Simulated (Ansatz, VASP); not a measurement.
# One calculation of InSb, two programs

```xyz
2
Lattice="0.0000 3.1953 3.1953 3.1953 0.0000 3.1953 3.1953 3.1953 0.0000" Properties=species:S:1:pos:R:3 pbc="T T T"
In    0.0000    0.0000    0.0000
Sb    4.7930    4.7930    4.7930
```

Change from the starting cell: volume scaled by 0.96, ions relaxed.

Alike in both runs: functional PBE; k mesh 12 × 12 × 12; occupations fermi-dirac, width 0.05 eV; no spin polarisation.

Ansatz relaxed the structure, and its values are those at the end. VASP's run is a single point on that final structure, the one shown.

```csv
,VASP,Ansatz
version,VASP 6.6.1,Ansatz 0.2.0
potentials or method,"VASP PAW PBE potentials, release 64 (In_d, Sb)","plane-wave PAW, scalar-relativistic"
plane-wave cutoff (eV),520,420
valence electrons in the cell,18,28
```

|  | VASP | Ansatz | Ansatz less VASP |
| --- | --- | --- | --- |
| pressure (GPa) | 5.4 | 5.4 | +0.03 |

VASP's potentials hold 18 valence electrons a cell and Ansatz's 28, so a difference there can come from the potentials and not from the codes. Ansatz's warnings: stress scf threshold loose.

Neither program's run includes spin-orbit coupling.
